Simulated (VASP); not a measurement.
Write the native input for VASP 6.6.1 that does the following.

* Task: single point
* Functional: BLYP
* Potentials or basis: VASP PAW PBE potentials, release 64 (Fe)
* Cutoff: 520 eV
* k mesh: 15 × 15 × 15
* Occupations: fermi-dirac, width 0.1 eV
* Spin: no spin polarisation
* Dipole correction: no
* Further INCAR settings: ALGO = Normal; EDIFF = 1e-06; NBANDS = 10

The structure of Fe lies in POSCAR:

```
Fe
1.0
    2.2707438387      0.0000000000      0.0000000000
    0.0000000000      2.2707438387      0.0000000000
    0.0000000000      0.0000000000      2.2707438387
Fe
1
Direct
    0.0000000000      0.0000000000      0.0000000000
```

This cell differs from its parent crystal: volume scaled by 0.96.

The input as run:

INCAR

```
SYSTEM = Fe
AGGAC = 1.0
AGGAX = 1.0
ALDAC = 0.0
ALDAX = 1.0
ALGO = Normal
EDIFF = 1E-6
ENCUT = 520
GGA = B5
ISIF = 2
ISMEAR = -1
LASPH = .TRUE.
LCHARG = .FALSE.
LREAL = .FALSE.
LWAVE = .FALSE.
NBANDS = 10
NELM = 60
PREC = Accurate
SIGMA = 0.1
```

KPOINTS

```
k-points
0
G
  15 15 15
  0 0 0
```

Potentials or basis: VASP PAW PBE potentials, release 64 (Fe).

Command:

```console
$ cat potpaw_PBE.64/Fe/POTCAR > POTCAR
$ mpirun -np 1 vasp_std > vasp.out
```

It gave:

```json
{"Pressure": "7.7 GPa", "Band gap on the k mesh": "zero (band 4 reaches 8.26 eV, above the bottom of band 5 at 5.57 eV)"}
```

Caveat: the PAW data sets were made with another functional, which shifts forces and pressure a little; the run has no spin polarisation, though such a crystal can be magnetic.

Wall time 6.8 s on 1 thread of Intel(R) Xeon(R) 6975P-C (Granite Rapids), on a shared host, peak memory 0.12 GiB.
